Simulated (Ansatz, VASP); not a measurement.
FeO in VASP and in Ansatz

```
CELL_PARAMETERS angstrom
-0.01077 2.15426 2.15426
2.14349 0.00000 2.14349
2.15426 2.15426 -0.01077
ATOMIC_POSITIONS crystal
Fe 0.00000 0.00000 0.00000
O 0.50000 0.50000 0.50000
```

Change from the starting cell: strain e5 = -0.01, atoms carried along.

Alike in both runs: task single point; functional PBE; k mesh 14 × 14 × 14; occupations gaussian, width 0.05 eV; collinear spin.

|  | VASP | Ansatz |
| --- | --- | --- |
| version | VASP 6.6.1 | Ansatz 0.2.0 |
| potentials or method | VASP PAW PBE potentials, release 64 (Fe, O), cutoff 520 eV | scalar-relativistic, plane waves, PAW |
| valence electrons in the cell | 14 | 22 |

|  | VASP | Ansatz | Ansatz less VASP |
| --- | --- | --- | --- |
| gap on the k mesh at the Fermi level (eV) | none | none | - |
| pressure (GPa) | 0.1 | 0.0 | -0.06 |
| traceless stress, the component that is largest in VASP (GPa) | 0.35 | 0.33 | -0.013 |
| net moment per atom (μB) | 2.00 | 2.00 | +0.001 |
| size of the moment on the site where the two differ most (μB) | 3.62 | 3.45 | -0.170 |

Site moments also hang on the region over which each program counts them. A gap of «none» marks a metal or a gap that the smearing closes. With one functional, cell and mesh, what is left measures potentials, basis and numerics. VASP's potentials hold 14 valence electrons a cell and Ansatz's 22, so a difference there can come from the potentials and not from the codes.
